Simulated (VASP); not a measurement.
Here is a VASP 6.6.1 calculation.

The input INCAR:

```
  ALGO = Normal
  EDIFF = 1E-7
  EDIFFG = -0.04
  ENCUT = 600
  GGA = PE
  IBRION = 2
  ISIF = 3
  ISMEAR = 0
  LASPH = T
  LCHARG = F
  LREAL = F
  LWAVE = F
  NELM = 100
  NSW = 90
  PREC = Accurate
  SIGMA = 0.1
```

Contents of KPOINTS:

```
k-points
0
Gamma
  6 6 4
```

The input POSCAR:

```
Mo
1.0
    2.9109844791      0.0000000000      0.0000000000
   -1.4554922396      2.5209865089      0.0000000000
    0.0000000000      0.0000000000      4.7246819739
Mo
2
Direct
    0.3333333333      0.6666666667      0.2500000000
    0.6666666667      0.3333333333      0.7500000000
```

Potentials or basis: VASP PAW PBE potentials, release 64 (Mo_sv).

Run with:

```console
$ cat potpaw_PBE.64/Mo_sv/POTCAR > POTCAR
$ mpirun -np 1 vasp_std > vasp.out
```

Question: Predict the relaxed cell.

Answer: a = 2.878 Å, b = 2.878 Å, c = 4.460 Å, α = 90.00°, β = 90.00°, γ = 120.00°.

Question: What does it give for the relaxed volume?

Answer: 16.00 Å³/atom.

Question: Estimate the band gap on the k mesh.

Answer: Zero (band 14 reaches 12.71 eV, above the bottom of band 15 at 10.88 eV).

Stress tensor (GPa, compression positive):
```
-0.05  0.00  0.00
 0.00 -0.05  0.00
 0.00  0.00  0.06
```

Caveat: the k points lie up to 0.42 Å⁻¹ apart in the final cell.
